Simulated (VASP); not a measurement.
AgCl, 2 atoms in the cell. Symmetry: Pm-3m, No. 221, cubic system. The conventional cell has a = 3.434 Å, b = 3.434 Å, c = 3.434 Å, α = 90.00°, β = 90.00°, γ = 90.00°. Ag (site symmetry m-3m) has 8 Cl at 2.97 Å and 6 Ag at 3.43 Å within 3.9 Å. Cl (site symmetry m-3m) has 8 Ag at 2.97 Å and 6 Cl at 3.43 Å within 3.9 Å. 

| Property | Result |
| --- | --- |
| Program | VASP 6.6.1 |
| Task | single point |
| Functional | LDA |
| Potentials or basis | VASP PAW LDA potentials, release 64 (Ag, Cl) |
| Cutoff | 500 eV |
| k mesh | 3 × 3 × 3 |
| Occupations | gaussian, width 0.1 eV |
| Spin | no spin polarisation |
| Dipole correction | no |
| Further INCAR settings | ALGO = Normal; EDIFF = 1e-06; NBANDS = 16 |

Potentials or basis: VASP PAW LDA potentials, release 64 (Ag, Cl).

Launch:

```sh
$ cat potpaw_LDA.64/Ag/POTCAR potpaw_LDA.64/Cl/POTCAR > POTCAR
$ mpirun -np 1 vasp_std > vasp.out
```

Hardware: 1 thread of AMD EPYC 7R13, with other jobs on the host.

Task: Estimate the wall time of this run.

Result: Run time: 6.6 s on 1 thread of AMD EPYC 7R13, with other jobs on the host, peak memory 0.13 GiB. Counts: scf iterations 11, k points 4.
